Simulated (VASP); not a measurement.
# TaN (Fm-3m) in VASP: further runs, part 2 of 2

VASP 6.6.1. Earlier steps stand in the parts before.

**4. Single point, PBEsol**

This run uses another cell than the first one: it holds 2 atoms, not 4.

INCAR

```
  PREC = Accurate
  ENCUT = 520
  EDIFF = 1E-6
  ISMEAR = 0
  SIGMA = 0.15
  LREAL = False
  LASPH = True
  NELM = 100
  ALGO = Normal
  ISIF = 2
  LWAVE = False
  LCHARG = False
  GGA = PS
  NBANDS = 15
```

KPOINTS

```
regular mesh
0
Gamma
  20 20 20
```

POSCAR

```
TaN
1.0
    0.0000000000      2.1874436400      2.1874436400
    2.1874436400      0.0000000000      2.1874436400
    2.1874436400      2.1874436400      0.0000000000
Ta N
1 1
Direct
    0.5000000000      0.5000000000      0.5000000000
    0.0000000000      0.0000000000      0.0000000000
```

Potentials or basis: VASP PAW PBE potentials, release 64 (Ta_pv, N).

Launch:

```console
> cat potpaw_PBE.64/Ta_pv/POTCAR potpaw_PBE.64/N/POTCAR > POTCAR
> mpirun -np 1 vasp_std > vasp.out
```

OUTCAR:

```text
PREC = Accurate
   ENCUT = 520
   EDIFF = 1E-6
   ISMEAR = 0
   LREAL = False
   LASPH = True
   NELM = 100
   ISIF = 2
   GGA = PS

 ion  position               nearest neighbor table
   1  0.500  0.500  0.500-   2 2.19   2 2.19   2 2.19   2 2.19   2 2.19   2 2.19
   2  0.000  0.000  0.000-   1 2.19   1 2.19   1 2.19   1 2.19   1 2.19   1 2.19

  LATTYP: Found a face centered cubic cell.
 ALAT       =     4.3748872800

  Lattice vectors:

 A1 = (   0.0000000000,   2.1874436400,   2.1874436400)
 A2 = (   2.1874436400,   0.0000000000,   2.1874436400)
 A3 = (   2.1874436400,   2.1874436400,   0.0000000000)

Analysis of symmetry for initial positions (statically):
=====================================================================
 Subroutine PRICEL returns:
 Original cell was already a primitive cell.

 Routine SETGRP: Setting up the symmetry group for a
 face centered cubic supercell.

 Subroutine GETGRP returns: Found 48 space group operations
 (whereof 48 operations were pure point group operations)
 out of a pool of 48 trial point group operations.

The static configuration has the point symmetry O_h .

Analysis of symmetry for dynamics (positions and initial velocities):
=====================================================================
 Subroutine PRICEL returns:
 Original cell was already a primitive cell.

 Routine SETGRP: Setting up the symmetry group for a
 face centered cubic supercell.

 Subroutine GETGRP returns: Found 48 space group operations
 (whereof 48 operations were pure point group operations)
 out of a pool of 48 trial point group operations.

The dynamic configuration has the point symmetry O_h .

 Subroutine INISYM returns: Found 48 space group operations
 (whereof 48 operations are pure point group operations),
 and found     1 'primitive' translations

----------------------------------------------------------------------------------------

                                     Primitive cell

  volume of cell :      20.9334

  direct lattice vectors                    reciprocal lattice vectors
     0.000000000  2.187443640  2.187443640    -0.228577318  0.228577318  0.228577318
     2.187443640  0.000000000  2.187443640     0.228577318 -0.228577318  0.228577318
     2.187443640  2.187443640  0.000000000     0.228577318  0.228577318 -0.228577318

  length of vectors
     3.093512463  3.093512463  3.093512463     0.395907528  0.395907528  0.395907528

  position of ions in fractional coordinates (direct lattice)
     0.500000000  0.500000000  0.500000000
     0.000000000  0.000000000  0.000000000

  ion indices of the primitive-cell ions
   primitive index   ion index
                 1           1
                 2           2

----------------------------------------------------------------------------------------

 KPOINTS: regular mesh

Automatic generation of k-mesh.
 Grid dimensions read from file:
 generate k-points for:   20   20   20

 Generating k-lattice:

  Cartesian coordinates                     Fractional coordinates (reciprocal lattice)
    -0.011428866  0.011428866  0.011428866     0.050000000  0.000000000  0.000000000
     0.011428866 -0.011428866  0.011428866     0.000000000  0.050000000  0.000000000
     0.011428866  0.011428866 -0.011428866     0.000000000  0.000000000  0.050000000

  Length of vectors
[... 38 lines left out ...]
   number of dos      NEDOS =    301   number of ions     NIONS =      2
   total plane-waves  NPLWV =  13824
   dimension x,y,z NGX =    24 NGY =   24 NGZ =   24
   dimension x,y,z NGXF=    48 NGYF=   48 NGZF=   48
   ions per type =               1   1
   NGX,Y,Z   is equivalent  to a cutoff of  12.90, 12.90, 12.90 a.u.
   NGXF,Y,Z  is equivalent  to a cutoff of  25.80, 25.80, 25.80 a.u.
 SYSTEM =  unknown system
   PREC   = accura    normal or accurate (medium, high low for compatibility)
   ISTART =      0    job   : 0-new  1-cont  2-samecut
   ICHARG =      2    charge: 1-file 2-atom 10-const
   ISPIN  =      1    spin polarized calculation?
   LNONCOLLINEAR =      F non collinear calculations
   LSORBIT =      F    spin-orbit coupling
   LASPH  =      T    aspherical Exc in radial PAW
   ENCUT  =  520.0 eV  38.22 Ry    6.18 a.u.   5.75  5.75  5.75*2*pi/ulx,y,z
   NELM   =    100;   NELMIN=  2; NELMDL= -5     # of ELM steps
   EDIFF  = 0.1E-05   stopping-criterion for ELM
   LREAL  =      F    real-space projection
   EDIFFG = 0.1E-04   stopping-criterion for IOM
   NSW    =      0    number of steps for IOM
   IBRION =     -1    ionic relax: 0-MD 1-quasi-New 2-CG
   NFREE  =      0    steps in history (QN), initial steepest desc. (CG)
   ISIF   =      2    stress and relaxation
   ISYM   =      2    0-nonsym 1-usesym 2-fastsym
   POTIM  = 0.5000    time-step for ionic-motion
   TEBEG  =    0.0;   TEEND  =   0.0 temperature during run
   PSTRESS=    0.0 pullay stress
   NELECT =      16.0000    total number of electrons
   NUPDOWN=      -1.0000    fix difference up-down
   EMIN   =  10.00;   EMAX   =-10.00  energy-range for DOS
   EFERMI =   0.00;   METHOD = LEGACY
   ISMEAR =     0;   SIGMA  =   0.15  broadening in eV -4-tet -1-fermi 0-gaus
   EFERMI_NEDOS =   21; number of points for ismear=-14 and -15
   IALGO  =     38    algorithm
   IMIX   =      4    mixing-type and parameters
     AMIX     =   0.40;   BMIX     =  1.00
     AMIX_MAG =   1.60;   BMIX_MAG =  1.00
  volume/ion in A,a.u.               =      10.47        70.63
  Fermi-wavevector in a.u.,A,eV,Ry     =   1.496814  2.828569 30.483219  2.240453
  Thomas-Fermi vector in A             =   2.608782
   LORBIT       =      0    0 simple, 1 ext, 2 COOP (PROOUT), +10 PAW based schemes
   GGA     = PS    functional components
   LHFCALC =     F    Hartree Fock is set to
   AEXX    =    0.0000 exact exchange contribution
   IVDW    =     0    specifies the selected vdW correction
   LEPSILON=     F    determine dielectric tensor
   LRPA    =     F    only Hartree local field effects (RPA)
 non-spin polarized calculation
 Gauss-broadening in eV      SIGMA  =   0.15
  energy-cutoff  :      520.00
  volume of cell :       20.93
 maximum number of plane-waves:       588
   NGX = 11   NGY = 11   NGZ = 11

 number of electron      16.0000001 magnetization

 Free energy of the ion-electron system (eV)
  ---------------------------------------------------
  ext. energy  EPLUGINS =         0.00000000
  ---------------------------------------------------
  free energy    TOTEN  =       -23.21823900 eV

  energy without entropy =      -23.21007660  energy(sigma->0) =      -23.21415780

 E-fermi :   9.5433     XC(G=0): -13.6757

 val. band max:        9.5212273336   @ k =   0.4500   0.1000   0.0000
 cond. band min:       9.5600298002   @ k =  -0.4500   0.2000   0.1000
 fundamental gap:      0.0388024666
 Fermi energy:         9.5433019405

 k-point     1 :       0.0000    0.0000    0.0000
  band No.  band energies     occupation
      1     -26.1229      2.00000
      2     -26.1229      2.00000
      3     -26.1229      2.00000
      4      -9.3811      2.00000
      5       5.7172      2.00000
      6       5.7172      2.00000
      7       5.7172      2.00000
      8       7.3808      2.00000
      9       7.3808      2.00000
     10       7.3808      2.00000
     11       9.5829      0.70870
     12       9.5829      0.70870
     13      11.2341      0.00000
     14      18.9365      0.00000
[... 401 lines left out ...]
      2     -26.2219      2.00000
      3     -26.1896      2.00000
      4      -6.8993      2.00000
      5      -0.0081      2.00000
      6       2.1621      2.00000
      7       2.3778      2.00000
      8       9.8435      0.00465
      9      10.3117      0.00000
     10      11.1067      0.00000
     11      14.4775      0.00000
     12      15.5473      0.00000
     13      16.3345      0.00000
     14      21.4205      0.00000
     15      22.0238      0.00000

 [... further k-points ...]

------------------------ aborting loop because EDIFF is reached ----------------------------------------

  FORCE on cell =-STRESS in cart. coord.  units (eV):
  Direction    XX          YY          ZZ          XY          YZ          ZX
  --------------------------------------------------------------------------------------
  -------------------------------------------------------------------------------------
  Total        0.1522720      0.1522720      0.1522720      0.0000000      0.0000000      0.0000000
  in kB       11.6544007     11.6544007     11.6544007      0.0000000      0.0000000      0.0000000
  external PRESSURE =      11.6544007 kB  Pullay stress =       0.0000000 kB

 VOLUME and BASIS-vectors are now :
 -----------------------------------------------------------------------------
  energy-cutoff  :      520.00
  volume of cell :       20.93
      direct lattice vectors                 reciprocal lattice vectors
     0.000000000  2.187443640  2.187443640    -0.228577318  0.228577318  0.228577318
     2.187443640  0.000000000  2.187443640     0.228577318 -0.228577318  0.228577318
     2.187443640  2.187443640  0.000000000     0.228577318  0.228577318 -0.228577318

 POSITION                                       TOTAL-FORCE (eV/Angst)
 -----------------------------------------------------------------------------------
      2.18744      2.18744      2.18744         0.000000      0.000000     -0.000000
      0.00000      0.00000      0.00000        -0.000000     -0.000000      0.000000
 -----------------------------------------------------------------------------------
    total drift:                                0.000000     -0.000000     -0.000000

  FREE ENERGIE OF THE ION-ELECTRON SYSTEM (eV)
  ---------------------------------------------------
  free  energy   TOTEN  =       -23.2182390045 eV

  energy  without entropy=      -23.2100765968  energy(sigma->0) =      -23.21415780
```

OSZICAR:

```text
N       E                     dE             d eps       ncg     rms          rms(c)
DAV:   1     0.894099646038E+02    0.89410E+02   -0.88022E+03  7688   0.113E+03
DAV:   2    -0.232148866399E+02   -0.11262E+03   -0.10604E+03  9514   0.304E+02
DAV:   3    -0.259960526643E+02   -0.27812E+01   -0.27656E+01  8534   0.447E+01
DAV:   4    -0.260067156706E+02   -0.10663E-01   -0.10660E-01 10049   0.297E+00
DAV:   5    -0.260067836089E+02   -0.67938E-04   -0.67937E-04  8709   0.209E-01    0.252E+01
DAV:   6    -0.233221163855E+02    0.26847E+01   -0.48399E+00  9509   0.251E+01    0.107E+01
DAV:   7    -0.232564695208E+02    0.65647E-01   -0.50388E-01  9080   0.568E+00    0.717E+00
DAV:   8    -0.232243800074E+02    0.32090E-01   -0.14842E-01  9080   0.314E+00    0.151E+00
DAV:   9    -0.232184490166E+02    0.59310E-02   -0.18212E-02  8506   0.107E+00    0.339E-01
DAV:  10    -0.232182914746E+02    0.15754E-03   -0.12193E-03  9157   0.394E-01    0.635E-02
DAV:  11    -0.232182404943E+02    0.50980E-04   -0.10998E-04  8737   0.121E-01    0.212E-02
DAV:  12    -0.232182392311E+02    0.12632E-05   -0.74936E-06  8849   0.259E-02    0.343E-03
DAV:  13    -0.232182390045E+02    0.22659E-06   -0.40535E-07  4974   0.561E-03
   1 F= -.23218239E+02 E0= -.23214158E+02  d E =-.816241E-02
```

Run time: 3 min. Hardware: 1 thread of AMD EPYC 7R43 (Zen 3), shared host; peak memory 0.16 GiB.

What came out:

```yaml
Free_energy: -23.2182 eV
Pressure: 1.2 GPa
Band_gap_on_the_k_mesh: zero (bands 8 and 9 overlap by 4.13 eV)
```

Caveat: the PAW data sets were made with another functional, which shifts forces and pressure a little; spin-orbit coupling is left out, which moves the levels of the heavy elements.

**5. Summary**

```csv
potentials or basis,cell,k mesh,cutoff (eV),gap on the mesh (eV),pressure (GPa)
"VASP PAW PBE potentials, release 64 (Ta_sv_GW, N)","a = 3.094, b = 3.094, c = 4.375 Å, 4 atoms, atomic positions A",14 × 14 × 10,600,none,0.3
"VASP PAW PBE potentials, release 64 (Ta_pv, N)","a = 3.094 Å, angles 60.0°, 2 atoms, atomic positions B",18 × 18 × 18,520,none,1.2
"VASP PAW PBE potentials, release 64 (Ta_pv, N)","a = 3.094 Å, angles 60.0°, 2 atoms, atomic positions B",20 × 20 × 20,520,none,1.2
```

Alike in all rows: task single point; level PBEsol; no spin polarisation; smearing gaussian 0.15 eV.

Caveats: the PAW data sets were made with another functional, which shifts forces and pressure a little; spin-orbit coupling is left out, which moves the levels of the heavy elements.

Absolute energies hang on the potentials; compare differences alone.
